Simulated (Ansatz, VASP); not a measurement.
## One calculation of Li, two programs

File INCAR:

```
PREC = Accurate ; ENCUT = 520
EDIFF = 1E-6 ; ISMEAR = -1
SIGMA = 0.05 ; LREAL = False
LASPH = True ; NELM = 80
ALGO = Normal ; ISIF = 2
LWAVE = False ; LCHARG = False
GGA = PS ; NBANDS = 12
```

Contents of KPOINTS:

```
regular mesh
0
Gamma
  12 12 12
```

File POSCAR:

```
Li
1.0
    1.5504989657      0.8951809952      7.6641830000
   -1.5504989657      0.8951809952      7.6641830000
    0.0000000000     -1.7903619905      7.6641830000
Li
3
Direct
    0.0000000000      0.0000000000      0.0000000000
    0.2220000000      0.2220000000      0.2220000000
    0.7780000000      0.7780000000      0.7780000000
```

Input for Ansatz:

```yaml
crystal:
  lattice:
    - [1.5504989657, 0.8951809952, 7.664183]
    - [-1.5504989657, 0.8951809952, 7.664183]
    - [0.0, -1.7903619905, 7.664183]
  atoms:
    - { symbol: Li, position: [0.0, 0.0, 0.0] }
    - { symbol: Li, position: [0.222, 0.222, 0.222] }
    - { symbol: Li, position: [0.778, 0.778, 0.778] }
kpoints:
  mp_grid: { grid: [12, 12, 12] }
  band_path:
    path:
      - [0.0, 0.0, 0.0]
      - [0.5, 0.5, 0.5]
      - [0.8242384168, 0.1757615832, 0.5]
      - [0.5, -0.1757615832, 0.1757615832]
      - [0.5, 0.0, 0.0]
      - [0.0, 0.0, 0.0]
      - [0.3378807916, -0.3378807916, 0.0]
      - [0.6621192084, 0.0, 0.3378807916]
      - [0.5, 0.0, 0.5]
    npoints: 5
scf:
  occupations: { method: fermi_dirac, width: 0.05 }
hamiltonian:
  xc: pbesol
  pseudopotentials: { kind: all_electron, lapw: { basis_error: 0.001 } }
output:
  forces: true
  stress: true
  eigenvalues: true
```

Change from the starting cell: zz strain of +1 %.

Alike in both runs: task single point; functional PBEsol; k mesh 12 × 12 × 12; occupations fermi-dirac, width 0.05 eV; no spin polarisation.

```csv
,VASP,Ansatz
version,VASP 6.6.1,Ansatz 0.2.0
potentials or method,"VASP PAW PBE potentials, release 64 (Li_sv), cutoff 520 eV","all-electron LAPW, scalar-relativistic"
```

|  | VASP | Ansatz | Ansatz less VASP |
| --- | --- | --- | --- |
| rms of the force components (eV/Å) | 0.004 | 0.004 | -0.0001 |

VASP's potentials were made for PBE, not for PBEsol. Atom by atom the forces differ by 0.000 eV/Å (rms over components). Ansatz ran all-electron here, and VASP with PAW potentials.

Noted on VASP's run: the cutoff is under 1.25 times that of the potentials, so the pressure is a little rough.
